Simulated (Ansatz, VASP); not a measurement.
**Rb in VASP and in Ansatz**

File POSCAR:

```
Rb
1.0
   -2.9145811306      2.9145811306      2.6939373577
    2.9145811306     -2.9145811306      2.6939373577
    2.9145811306      2.9145811306     -2.6939373577
Rb
1
Direct
    0.0000000000      0.0000000000      0.0000000000
```

INCAR.step1

```
SYSTEM = Rb
PREC     = Accurate       ! precision mode
ENCUT    = 520            ! plane-wave cutoff, eV
EDIFF    = 1E-5           ! SCF threshold, eV
ISMEAR   = 0              ! smearing method
SIGMA    = 0.1            ! smearing width, eV
LREAL    = .False.        ! projectors in reciprocal space
LASPH    = .True.         ! aspherical terms in the spheres
NELM     = 80             ! most SCF steps
ALGO     = Normal         ! electronic algorithm
ISIF     = 2              ! what is computed and relaxed
LWAVE    = .True.         ! write WAVECAR
LCHARG   = .False.        ! write CHGCAR
NBANDS   = 10             ! bands
GGA      = PE             ! functional
```

The input INCAR.step2:

```
SYSTEM = Rb
PREC     = Accurate       ! precision mode
ENCUT    = 520            ! plane-wave cutoff, eV
EDIFF    = 1E-6           ! SCF threshold, eV
ISMEAR   = 0              ! smearing method
SIGMA    = 0.1            ! smearing width, eV
LREAL    = .False.        ! projectors in reciprocal space
LASPH    = .True.         ! aspherical terms in the spheres
NELM     = 80             ! most SCF steps
ALGO     = Normal         ! electronic algorithm
ISIF     = 2              ! what is computed and relaxed
LWAVE    = .False.        ! write WAVECAR
LCHARG   = .False.        ! write CHGCAR
METAGGA  = R2SCAN         ! meta-GGA
LHFCALC  = .True.         ! exact exchange
AEXX     = 0.25           ! exact-exchange fraction
LMIXTAU  = .True.       
PRECFOCK = Normal       
NBANDS   = 10             ! bands
ISTART   = 1
```

File KPOINTS:

```
Automatic mesh
0
Gamma
  4 4 4
  0 0 0
```

input.yaml

```yaml
crystal:
  lattice:
    - [-2.9145811306, 2.9145811306, 2.6939373577]
    - [2.9145811306, -2.9145811306, 2.6939373577]
    - [2.9145811306, 2.9145811306, -2.6939373577]
  atoms:
    - { symbol: Rb, position: [0.0, 0.0, 0.0] }
hamiltonian:
  xc: r2scan0
  pseudopotentials: { kind: paw, source: ansatz }
kpoints:
  mp_grid: { grid: [4, 4, 4] }
scf:
  occupations: { method: gaussian, width: 0.1 }
output:
  forces: true
  stress: true
  eigenvalues: true
```

Alike in both runs: task single point; functional r2SCAN0; k mesh 4 × 4 × 4; occupations gaussian, width 0.1 eV; no spin polarisation.

|  | VASP | Ansatz |
| --- | --- | --- |
| version | VASP 6.6.1 | Ansatz 0.2.0 |
| potentials or method | VASP PAW PBE potentials, release 64 (Rb_sv) | Ansatz PAW earlier set |
| plane-wave cutoff (eV) | 520 | 390 |
| valence electrons in the cell | 9 | 9 |

```csv
,VASP,Ansatz,Ansatz less VASP
gap on the k mesh at the Fermi level (eV),none,none,-
pressure (GPa),0.2,0.2,+0.02
"traceless stress, the component that is largest in VASP (GPa)",-0.27,-0.27,-0.002
```

VASP's potentials were made for PBE, not for r2SCAN0. A gap of «none» marks a metal or a gap that the smearing closes.

The k mesh is coarse, so the values compare programs but aren't converged.
